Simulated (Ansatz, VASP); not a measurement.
# One calculation of Li, two programs

Contents of INCAR:

```
PREC = Accurate ; ENCUT = 750
EDIFF = 1E-6 ; ISMEAR = -1
SIGMA = 0.1 ; LREAL = F
LASPH = T ; NELM = 120
ALGO = Normal ; ISIF = 2
LWAVE = F ; LCHARG = F
GGA = PE ; NBANDS = 8
GGA_COMPAT = F
```

The input KPOINTS:

```
Automatic mesh
0
Gamma
  17 17 17
```

Contents of POSCAR:

```
Li
1.0
   -1.6260913688      1.6260913688      1.6260913688
    1.6260913688     -1.6260913688      1.6260913688
    1.6260913688      1.6260913688     -1.6260913688
Li
1
Direct
    0.0000000000      0.0000000000      0.0000000000
```

Input for Ansatz:

```yaml
crystal:
  lattice:
    - [-1.6260913688, 1.6260913688, 1.6260913688]
    - [1.6260913688, -1.6260913688, 1.6260913688]
    - [1.6260913688, 1.6260913688, -1.6260913688]
  atoms:
    - { symbol: Li, position: [0.0, 0.0, 0.0] }
kpoints:
  mp_grid: { grid: [17, 17, 17] }
scf:
  occupations: { method: fermi_dirac, width: 0.1 }
hamiltonian:
  xc: pbe
  pseudopotentials: { kind: all_electron, lapw: { basis_error: 0.001 } }
output:
  forces: true
  stress: true
  eigenvalues: true
  populations: true
```

Change from the starting cell: volume scaled by 0.85, LAPW.

Alike in both runs: task single point; functional PBE; k mesh 17 × 17 × 17; occupations fermi-dirac, width 0.1 eV; no spin polarisation.

|  | VASP | Ansatz |
| --- | --- | --- |
| version | VASP 6.6.1 | Ansatz 0.2.0 |
| potentials or method | VASP PAW PBE potentials, release 64 (Li_sv), cutoff 750 eV | all-electron LAPW, scalar-relativistic |

```csv
,VASP,Ansatz,Ansatz less VASP
pressure (GPa),2.8,3.0,+0.18
```

Ansatz ran all-electron here, and VASP with PAW potentials.
